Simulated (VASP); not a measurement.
Runs of VASP 6.6.1 on SiC. The structure is that of space group P3m1 (No. 156), or close to it. The cells are those of the table. 

| cell | gap on the mesh (eV) | pressure (GPa) | largest force (eV/Å) |
| --- | --- | --- | --- |
| a = 3.076, b = 3.076, c = 9.796 Å, angles 90.0, 90.0, 60.0°, 8 atoms | 2.22 | 6.1 | 6.47 |
| a = 3.076, b = 3.076, c = 16.096 Å, angles 90.0, 90.0, 60.0°, 8 atoms | none | -2.2 | 2.21 |
| a = 3.076, b = 3.076, c = 14.596 Å, angles 90.0, 90.0, 60.0°, 8 atoms | none | -2.5 | 2.18 |
| a = 3.076, b = 3.076, c = 13.096 Å, angles 90.0, 90.0, 60.0°, 8 atoms | none | -3.1 | 2.17 |
| a = 3.076, b = 3.076, c = 11.096 Å, angles 90.0, 90.0, 60.0°, 8 atoms | (c) | (b) | 1.72 |
| a = 3.076, b = 3.076, c = 11.596 Å, angles 90.0, 90.0, 60.0°, 8 atoms | 0.31 | -5.8 | 2.15 |
| a = 3.076, b = 3.076, c = 12.096 Å, angles 90.0, 90.0, 60.0°, 8 atoms | none | -4.6 | 2.22 |
| a = 3.076, b = 3.076, c = 10.596 Å, angles 90.0, 90.0, 60.0°, 8 atoms | 2.15 | -7.4 | 2.35 |
| a = 3.076, b = 3.076, c = 10.346 Å, angles 90.0, 90.0, 60.0°, 8 atoms | 2.44 | (a) | 2.20 |
| a = 3.076, b = 3.076, c = 10.846 Å, angles 90.0, 90.0, 60.0°, 8 atoms | 1.54 | (d) | 2.08 |

Alike in all rows: task single point; level LDA; potentials or basis VASP PAW LDA potentials, release 64 (Si, C); no spin polarisation; k mesh 10 × 10 × 3; cutoff (eV) 520; smearing gaussian 0.05 eV.

Task: Estimate the missing entries.

Result: (a) -6.5; (b) -7.0; (c) 1.01; (d) -7.5.

Caveats: forces of over 1 eV/Å act on the atoms, so gaps and moduli don't describe the material at rest; semilocal functionals underestimate gaps, and a narrow one can read as zero (at least some runs); the stress differs along the axes, from -18 to -2 GPa (at least some runs); the stress differs along the axes, from -2 to 21 GPa (at least some runs); the cell stands under tension (at least some runs); the stress differs along the axes, from -17 to -2 GPa (at least some runs); the stress differs along the axes, from -14 to -2 GPa (at least some runs).

A k mesh can miss the band edges.

A gap of «none» marks levels without a gap at the run's occupations.
